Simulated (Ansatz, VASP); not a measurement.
**One calculation of MnSb, two programs**

```
CELL_PARAMETERS angstrom
1.70791 0.98606 4.15575
-1.70791 0.98606 4.15575
0.00000 -1.97212 4.15575
ATOMIC_POSITIONS crystal
Mn 0.50000 0.50000 0.50000
Sb 0.00000 0.00000 0.00000
```

Alike in both runs: task single point; functional PBE; k mesh 9 × 9 × 9; occupations fermi-dirac, width 0.05 eV; collinear spin.

|  | VASP | Ansatz |
| --- | --- | --- |
| version | VASP 6.6.1 | Ansatz 0.2.0 |
| potentials or method | VASP PAW PBE potentials, release 64 (Mn_pv, Sb), cutoff 520 eV | all-electron LAPW, scalar-relativistic |

```csv
,VASP,Ansatz,Ansatz less VASP
gap on the k mesh at the Fermi level (eV),none,none,-
pressure (GPa),-2.0,-1.8,+0.14
"traceless stress, the component that is largest in VASP (GPa)",-5.24,-5.39,-0.146
net moment per atom (μB),1.83,1.84,+0.004
size of the moment on the site where the two differ most (μB),3.61,3.74,+0.136
```

Site moments also hang on the region over which each program counts them. A gap of «none» marks a metal or a gap that the smearing closes. Ansatz ran all-electron here, and VASP with PAW potentials.

Neither program's run includes spin-orbit coupling.
